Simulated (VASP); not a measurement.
Here is a VASP 6.6.1 calculation.

File INCAR:

```
SYSTEM = Ta
PREC = Accurate
ENCUT = 520
EDIFF = 1E-6
ISMEAR = 0
SIGMA = 0.1
LREAL = .FALSE.
LASPH = .TRUE.
NELM = 80
ALGO = Normal
ISIF = 2
LWAVE = .FALSE.
LCHARG = .TRUE.
GGA = PE
LELF = .TRUE.
LVHAR = .TRUE.
NBANDS = 12
```

The input KPOINTS:

```
Automatic mesh
0
G
  8 8 6
  0 0 0
```

POSCAR

```
Ta
1.0
    1.4502035546     -2.5113988216      0.0000000000
    1.4502035546      2.5113988216      0.0000000000
    0.0000000000      0.0000000000      2.7350266757
Ta
1
Direct
    0.5000000000      0.5000000000      0.0000000000
```

Potentials or basis: VASP PAW PBE potentials, release 64 (Ta_pv).

Run with:

```sh
$ cat potpaw_PBE.64/Ta_pv/POTCAR > POTCAR
$ mpirun -np 1 vasp_std > vasp.out
```

Question: What does it give for the band gap on the k mesh?

Answer: Zero (an odd number of electrons rules out a gap without spin polarisation).

Question: Estimate the pressure.

Answer: -0.2 GPa.

Caveat: the k points lie up to 0.38 Å⁻¹ apart, too coarse for converged energies and pressures of a metal; spin-orbit coupling is left out, which moves the levels of the heavy elements.
